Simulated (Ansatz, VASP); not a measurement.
NaH3 in VASP and in Ansatz

File INCAR:

```
SYSTEM = NaH3
ALGO = Normal ; EDIFF = 1E-7
EDIFFG = -0.025 ; ENCUT = 500
GGA = PE ; GGA_COMPAT = .FALSE.
IBRION = 2 ; ISIF = 3
ISMEAR = 0 ; LASPH = .TRUE.
LCHARG = .FALSE. ; LREAL = .FALSE.
LWAVE = .FALSE. ; NELM = 120
NELMIN = 4 ; NSW = 80
PREC = Accurate ; SIGMA = 0.1
```

The input KPOINTS:

```
k-points
0
G
  4 4 4
  0 0 0
```

POSCAR

```
NaH3
1.0
    1.5151017807      0.0302019168     -4.3223799434
    0.0500443790     -4.5696273246      0.0503433338
   -6.3670114648      2.3534701706     -0.0896131401
Na H
2 6
Direct
    0.2421899245      0.2333330797     -0.0147161308
    0.7891398423      0.7323046176      0.0208819462
    0.9147159985      0.0531192526      0.4886587608
    0.2452008627      0.7405815695     -0.0072207282
    0.5706888620      0.5528249818      0.5151801279
    0.4372258204      0.4566650173      0.4781921112
    0.0387098720      0.9473297247      0.4995193027
    0.7621288176      0.2838417569      0.0195046102
```

Input for Ansatz:

```yaml
crystal:
  lattice:
    - [1.5151017807, 0.0302019168, -4.3223799434]
    - [0.050044379, -4.5696273246, 0.0503433338]
    - [-6.3670114648, 2.3534701706, -0.0896131401]
  atoms:
    - { symbol: Na, position: [0.2421899245, 0.2333330797, -0.0147161308] }
    - { symbol: Na, position: [0.7891398423, 0.7323046176, 0.0208819462] }
    - { symbol: H, position: [0.9147159985, 0.0531192526, 0.4886587608] }
    - { symbol: H, position: [0.2452008627, 0.7405815695, -0.0072207282] }
    - { symbol: H, position: [0.570688862, 0.5528249818, 0.5151801279] }
    - { symbol: H, position: [0.4372258204, 0.4566650173, 0.4781921112] }
    - { symbol: H, position: [0.038709872, 0.9473297247, 0.4995193027] }
    - { symbol: H, position: [0.7621288176, 0.2838417569, 0.0195046102] }
basis:
  ecutwfc: 420
kpoints:
  mp_grid: { grid: [4, 4, 4] }
hamiltonian:
  xc: pbe
scf:
  occupations: { method: gaussian, width: 0.1 }
  lower_state_search: "off"
output:
  forces: true
  stress: true
  eigenvalues: true
relax:
  adjacent_minimum: "off"
  f_tol: 0.025
  max_steps: 60
  cell: { stress_tol: 0.25 }
```

Change from the starting cell: cell x1, atoms moved at random (sigma 0.1 Å) and cell strained at random (1.5 %), then relaxed without symmetry.

Alike in both runs: task relaxation of cell and atoms; functional PBE; k mesh 4 × 4 × 4; occupations gaussian, width 0.1 eV; no spin polarisation.

|  | VASP | Ansatz |
| --- | --- | --- |
| version | VASP 6.6.1 | Ansatz 0.2.0 |
| potentials or method | VASP PAW PBE potentials, release 64 (Na_pv, H), cutoff 500 eV | scalar-relativistic, plane waves, PAW |
| valence electrons in the cell | 20 | 24 |

```csv
,VASP,Ansatz,Ansatz less VASP
"gap on the k mesh at the Fermi level, each at its own relaxed structure (eV)",2.94,2.94,0.000
relaxed volume (Å³/atom),15.03,15.04,+0.013
relaxed length of the cell vector where the two differ most in proportion (Å),6.742,6.669,-0.0728
```

VASP's potentials hold 20 valence electrons a cell and Ansatz's 24, so a difference there can come from the potentials and not from the codes.
